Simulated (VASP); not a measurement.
InP: relaxation of cell and atoms with PBE+D4

The system is InP.

```
In P
1.0
     0.00000    2.76883    2.76883
     2.76883    0.00000    2.76883
     2.76883    2.76883    0.00000
In P
1 1
Direct
  0.00000 0.00000 0.00000
  0.50000 0.50000 0.50000
```

```json
{"Program": "VASP 6.6.1", "Task": "relaxation of cell and atoms", "Functional": "PBE", "Dispersion": "D4", "Potentials or basis": "VASP PAW PBE potentials, release 64 (In_d, P)", "Cutoff": "600 eV", "k mesh": "8 × 8 × 8", "Occupations": "fermi-dirac, width 0.05 eV", "Spin": "no spin polarisation", "Dipole correction": "no", "Further INCAR settings": "ALGO = Normal; EDIFF = 1e-06; IBRION = 2; EDIFFG = -0.01; NSW = 60; ISIF = 3"}
```

```json
{"Relaxed volume": "20.42 Å³/atom", "Relaxed cell": "a = 3.866 Å, b = 3.866 Å, c = 3.866 Å, α = 60.00°, β = 60.00°, γ = 60.00°", "Space group after relaxing (to 0.05 Å)": "Fm-3m (No. 225)", "Energy gained by relaxing": "7.6 meV/atom", "Ionic steps": "3", "Pressure after relaxing": "0.0 GPa", "Band gap on the k mesh": "zero (band 9 reaches 7.84 eV, above the bottom of band 10 at 5.07 eV)", "Dispersion energy per atom": "-0.412 eV"}
```

Step by step:
| step | energy change (eV) | largest force (eV/Å) | pressure (GPa) | volume (Å³) |
| --- | --- | --- | --- | --- |
| 1 | 0.0000 | 0.0000 | -2.91 | 42.45 |
| 2 | -0.0119 | 0.0000 | 1.55 | 40.13 |
| 3 | -0.0152 | 0.0000 | 0.03 | 40.84 |

Final structure:
```xyz
2
Lattice="0.0000 2.7333 2.7333 2.7333 0.0000 2.7333 2.7333 2.7333 0.0000" Properties=species:S:1:pos:R:3 pbc="T T T"
In    0.0000    0.0000    0.0000
P     2.7333    2.7333    2.7333
```

Levels at points of the mesh, in eV from the Fermi level:
```csv
k point,band 7,band 8,band 9,band 10,band 11,band 12
"(0.00, 0.00, 0.00)",-0.42,-0.42,-0.42,0.73,6.99,6.99
"(0.50, 0.00, 0.00)",-6.96,0.05,0.05,2.40,3.28,3.28
"(0.50, 0.50, 0.00)",-5.30,-2.59,-2.57,-2.57,3.64,10.09
```

Wall time 16 s on 1 thread of Intel(R) Xeon(R) 6975P-C (Granite Rapids) (shared host), peak memory 0.19 GiB.

Caveat: spin-orbit coupling is left out, which moves the levels of the heavy elements; pairwise dispersion overbinds metals, which lowers pressure and volume.
